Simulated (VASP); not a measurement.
# Ir (Fm-3m) in VASP: a series of runs

Ir is run at these levels: PBE; tasks: single point, relaxation of cell and atoms.

Program: VASP 6.6.1. These are calculated values, not measurements. Logs are shortened: lines on timing, memory, paths and dates and some standing lists are left out, and cuts for length are marked.

## 1. The cell of the first run

It takes space group Fm-3m (No. 225, cubic). Conventional cell: a = 4.022 Å, b = 4.022 Å, c = 4.022 Å, α = 90.00°, β = 90.00°, γ = 90.00°. Ir (site symmetry m-3m) has 12 Ir at 2.84 Å within 3.7 Å.

## 2. Single point, PBE

INCAR

```
SYSTEM = Ir
PREC = Accurate ; ENCUT = 520
EDIFF = 1E-7 ; ISMEAR = -1
SIGMA = 0.05 ; LREAL = .False.
LASPH = .True. ; NELM = 100
ALGO = Normal ; ISIF = 2
LWAVE = .False. ; LCHARG = .False.
GGA = PE ; NBANDS = 10
```

KPOINTS

```
Automatic mesh
0
Gamma
  18 18 18
  0 0 0
```

POSCAR

```
Ir
1.0
    0.0000000000      2.0109178289      2.0109178289
    2.0109178289      0.0000000000      2.0109178289
    2.0109178289      2.0109178289      0.0000000000
Ir
1
Direct
    0.0000000000      0.0000000000      0.0000000000
```

Potentials or basis: VASP PAW PBE potentials, release 64 (Ir).

Launch:

```bash
$ cat potpaw_PBE.64/Ir/POTCAR > POTCAR
$ mpirun -np 1 vasp_std > vasp.out
```

OUTCAR:

```text
SYSTEM = Ir
   PREC = Accurate
   ENCUT = 520
   EDIFF = 1E-7
   ISMEAR = -1
   LREAL = .False.
   LASPH = .True.
   NELM = 100
   ISIF = 2
   GGA = PE

 ion  position               nearest neighbor table
   1  0.000  0.000  0.000-

  LATTYP: Found a face centered cubic cell.
 ALAT       =     4.0218356578

  Lattice vectors:

 A1 = (   0.0000000000,   2.0109178289,   2.0109178289)
 A2 = (   2.0109178289,   0.0000000000,   2.0109178289)
 A3 = (   2.0109178289,   2.0109178289,   0.0000000000)

Analysis of symmetry for initial positions (statically):
=====================================================================
 Subroutine PRICEL returns:
 Original cell was already a primitive cell.

 Routine SETGRP: Setting up the symmetry group for a
 face centered cubic supercell.

 Subroutine GETGRP returns: Found 48 space group operations
 (whereof 48 operations were pure point group operations)
 out of a pool of 48 trial point group operations.

The static configuration has the point symmetry O_h .

Analysis of symmetry for dynamics (positions and initial velocities):
=====================================================================
 Subroutine PRICEL returns:
 Original cell was already a primitive cell.

 Routine SETGRP: Setting up the symmetry group for a
 face centered cubic supercell.

 Subroutine GETGRP returns: Found 48 space group operations
 (whereof 48 operations were pure point group operations)
 out of a pool of 48 trial point group operations.

The dynamic configuration has the point symmetry O_h .

 Subroutine INISYM returns: Found 48 space group operations
 (whereof 48 operations are pure point group operations),
 and found     1 'primitive' translations

----------------------------------------------------------------------------------------

                                     Primitive cell

  volume of cell :      16.2635

  direct lattice vectors                    reciprocal lattice vectors
     0.000000000  2.010917829  2.010917829    -0.248642681  0.248642681  0.248642681
     2.010917829  0.000000000  2.010917829     0.248642681 -0.248642681  0.248642681
     2.010917829  2.010917829  0.000000000     0.248642681  0.248642681 -0.248642681

  length of vectors
     2.843867266  2.843867266  2.843867266     0.430661756  0.430661756  0.430661756

  position of ions in fractional coordinates (direct lattice)
     0.000000000  0.000000000  0.000000000

  ion indices of the primitive-cell ions
   primitive index   ion index
                 1           1

----------------------------------------------------------------------------------------

 KPOINTS: Automatic mesh

Automatic generation of k-mesh.
 Grid dimensions read from file:
 generate k-points for:   18   18   18

 Generating k-lattice:

  Cartesian coordinates                     Fractional coordinates (reciprocal lattice)
    -0.013813482  0.013813482  0.013813482     0.055555556  0.000000000  0.000000000
     0.013813482 -0.013813482  0.013813482     0.000000000  0.055555556  0.000000000
     0.013813482  0.013813482 -0.013813482     0.000000000  0.000000000  0.055555556

  Length of vectors
     0.023925653  0.023925653  0.023925653

  Shift w.r.t. Gamma in fractional coordinates (k-lattice)
     0.000000000  0.000000000  0.000000000

 Subroutine IBZKPT returns following result:
 ===========================================

 Found    195 irreducible k-points:

 Following reciprocal coordinates:
            Coordinates               Weight
  0.000000  0.000000  0.000000      1.000000
  0.055556  0.000000  0.000000      8.000000
  0.111111  0.000000  0.000000      8.000000
  0.166667  0.000000  0.000000      8.000000
  0.222222  0.000000  0.000000      8.000000
  0.277778  0.000000  0.000000      8.000000
[... 16 lines left out ...]
 -0.277778  0.055556  0.000000     24.000000
 -0.222222  0.055556  0.000000     24.000000
 [... further k-points ...]
   k-points           NKPTS =    195   k-points in BZ     NKDIM =    195   number of bands    NBANDS=     10
   number of dos      NEDOS =    301   number of ions     NIONS =      1
   total plane-waves  NPLWV =  13824
   dimension x,y,z NGX =    24 NGY =   24 NGZ =   24
   dimension x,y,z NGXF=    48 NGYF=   48 NGZF=   48
   ions per type =               1
   NGX,Y,Z   is equivalent  to a cutoff of  14.03, 14.03, 14.03 a.u.
   NGXF,Y,Z  is equivalent  to a cutoff of  28.06, 28.06, 28.06 a.u.
 SYSTEM =  Ir
   PREC   = accura    normal or accurate (medium, high low for compatibility)
   ISTART =      0    job   : 0-new  1-cont  2-samecut
   ICHARG =      2    charge: 1-file 2-atom 10-const
   ISPIN  =      1    spin polarized calculation?
   LNONCOLLINEAR =      F non collinear calculations
   LSORBIT =      F    spin-orbit coupling
   LASPH  =      T    aspherical Exc in radial PAW
   ENCUT  =  520.0 eV  38.22 Ry    6.18 a.u.   5.29  5.29  5.29*2*pi/ulx,y,z
   NELM   =    100;   NELMIN=  2; NELMDL= -5     # of ELM steps
   EDIFF  = 0.1E-06   stopping-criterion for ELM
   LREAL  =      F    real-space projection
   EDIFFG = 0.1E-05   stopping-criterion for IOM
   NSW    =      0    number of steps for IOM
   IBRION =     -1    ionic relax: 0-MD 1-quasi-New 2-CG
   NFREE  =      0    steps in history (QN), initial steepest desc. (CG)
   ISIF   =      2    stress and relaxation
   ISYM   =      2    0-nonsym 1-usesym 2-fastsym
   POTIM  = 0.5000    time-step for ionic-motion
   TEBEG  =    0.0;   TEEND  =   0.0 temperature during run
   PSTRESS=    0.0 pullay stress
   NELECT =       9.0000    total number of electrons
   NUPDOWN=      -1.0000    fix difference up-down
   EMIN   =  10.00;   EMAX   =-10.00  energy-range for DOS
   EFERMI =   0.00;   METHOD = LEGACY
   ISMEAR =    -1;   SIGMA  =   0.05  broadening in eV -4-tet -1-fermi 0-gaus
   EFERMI_NEDOS =   21; number of points for ismear=-14 and -15
   IALGO  =     38    algorithm
   IMIX   =      4    mixing-type and parameters
     AMIX     =   0.40;   BMIX     =  1.00
     AMIX_MAG =   1.60;   BMIX_MAG =  1.00
  volume/ion in A,a.u.               =      16.26       109.75
  Fermi-wavevector in a.u.,A,eV,Ry     =   1.344058  2.539901 24.578815  1.806492
  Thomas-Fermi vector in A             =   2.472082
   LORBIT       =      0    0 simple, 1 ext, 2 COOP (PROOUT), +10 PAW based schemes
   GGA     = PE    functional components
   LHFCALC =     F    Hartree Fock is set to
   AEXX    =    0.0000 exact exchange contribution
   IVDW    =     0    specifies the selected vdW correction
   LEPSILON=     F    determine dielectric tensor
   LRPA    =     F    only Hartree local field effects (RPA)
 non-spin polarized calculation
  energy-cutoff  :      520.00
  volume of cell :       16.26
 maximum number of plane-waves:       452
 NGX is ok and might be reduce to    24
   NGX = 11   NGY = 11   NGZ = 11

 number of electron       9.0000000 magnetization

 Free energy of the ion-electron system (eV)
  ---------------------------------------------------
  ext. energy  EPLUGINS =         0.00000000
  ---------------------------------------------------
  free energy    TOTEN  =        -8.67555798 eV

  energy without entropy =       -8.66524865  energy(sigma->0) =       -8.67040331

 E-fermi :   8.1505     XC(G=0): -13.1695

 val. band max:        8.1420101854   @ k =   0.5000   0.3889   0.0556
 cond. band min:       8.1553548584   @ k =   0.3333   0.1111   0.0556
 fundamental gap:      0.0133446730
 Fermi energy:         8.1505056360

 k-point     1 :       0.0000    0.0000    0.0000
  band No.  band energies     occupation
      1      -1.5350      2.00000
      2       5.0092      2.00000
      3       5.0092      2.00000
      4       5.0092      2.00000
      5       7.1560      2.00000
      6       7.1560      2.00000
      7      22.6612      0.00000
      8      27.4385      0.00000
      9      27.4385      0.00000
     10      27.4385      0.00000

 k-point     2 :       0.0556    0.0000    0.0000
  band No.  band energies     occupation
      1      -1.4159      2.00000
      2       4.9518      2.00000
      3       5.0583      2.00000
      4       5.0583      2.00000
      5       7.1274      2.00000
      6       7.1274      2.00000
      7      22.8502      0.00000
      8      26.7300      0.00000
      9      27.6182      0.00000
     10      27.6182      0.00000

 k-point     3 :       0.1111    0.0000    0.0000
  band No.  band energies     occupation
      1      -1.0688      2.00000
      2       4.8030      2.00000
      3       5.1871      2.00000
      4       5.1871      2.00000
      5       7.0660      2.00000
      6       7.0660      2.00000
      7      23.3628      0.00000
      8      25.3071      0.00000
      9      28.1372      0.00000
     10      28.1372      0.00000

 k-point     4 :       0.1667    0.0000    0.0000
  band No.  band energies     occupation
      1      -0.5294      2.00000
      2       4.6303      2.00000
      3       5.3320      2.00000
      4       5.3320      2.00000
      5       7.0482      2.00000
      6       7.0482      2.00000
      7      23.6952      0.00000
      8      24.0301      0.00000
      9      28.9293      0.00000
     10      28.9293      0.00000
[... 222 lines left out ...]
 k-point    22 :      -0.3333    0.0556    0.0000
  band No.  band energies     occupation
      1       1.3612      2.00000
      2       5.0986      2.00000
      3       5.2143      2.00000
      4       5.4062      2.00000
      5       7.8346      1.99640
      6       8.5455      0.00074
      7      17.6642      0.00000
      8      23.2498      0.00000
      9      27.2442      0.00000
     10      29.2111      0.00000

 k-point    23 :      -0.2778    0.0556    0.0000
  band No.  band energies     occupation
      1       1.0226      2.00000
      2       4.7202      2.00000
      3       5.2731      2.00000
      4       5.3596      2.00000
      5       7.3425      2.00000
      6       8.0596      1.72048
      7      19.6377      0.00000
      8      23.9444      0.00000
      9      28.0804      0.00000
     10      30.7859      0.00000

 k-point    24 :      -0.2222    0.0556    0.0000
  band No.  band energies     occupation
      1       0.4455      2.00000
      2       4.4651      2.00000
      3       5.3881      2.00000
      4       5.4632      2.00000
      5       6.9555      2.00000
      6       7.6292      1.99994
      7      21.5114      0.00000
      8      24.4581      0.00000
      9      28.5805      0.00000
     10      30.0416      0.00000

 [... further k-points ...]

------------------------ aborting loop because EDIFF is reached ----------------------------------------

  FORCE on cell =-STRESS in cart. coord.  units (eV):
  Direction    XX          YY          ZZ          XY          YZ          ZX
  --------------------------------------------------------------------------------------
  -------------------------------------------------------------------------------------
  Total       -2.9926662     -2.9926662     -2.9926662      0.0000000      0.0000000      0.0000000
  in kB     -294.8192832   -294.8192832   -294.8192832      0.0000000      0.0000000      0.0000000
  external PRESSURE =    -294.8192832 kB  Pullay stress =       0.0000000 kB

 VOLUME and BASIS-vectors are now :
 -----------------------------------------------------------------------------
  energy-cutoff  :      520.00
  volume of cell :       16.26
      direct lattice vectors                 reciprocal lattice vectors
     0.000000000  2.010917829  2.010917829    -0.248642681  0.248642681  0.248642681
     2.010917829  0.000000000  2.010917829     0.248642681 -0.248642681  0.248642681
     2.010917829  2.010917829  0.000000000     0.248642681  0.248642681 -0.248642681

 POSITION                                       TOTAL-FORCE (eV/Angst)
 -----------------------------------------------------------------------------------
      0.00000      0.00000      0.00000         0.000000     -0.000000      0.000000
 -----------------------------------------------------------------------------------
    total drift:                               -0.000000     -0.000000     -0.000000

  FREE ENERGIE OF THE ION-ELECTRON SYSTEM (eV)
  ---------------------------------------------------
  free  energy   TOTEN  =        -8.6755579786 eV

  energy  without entropy=       -8.6652486489  energy(sigma->0) =       -8.67040331
```

Wall time 45 s (1 thread of Intel Xeon 8259CL, shared host); peak memory 0.17 GiB.

What came out:

- Free energy: -8.6756 eV
- Pressure: -29.5 GPa
- Band gap on the k mesh: zero (an odd number of electrons rules out a gap without spin polarisation)

Caveat: the cell stands under tension; spin-orbit coupling is left out, which moves the levels of the heavy elements.

(Continued in part 2 of 2.)
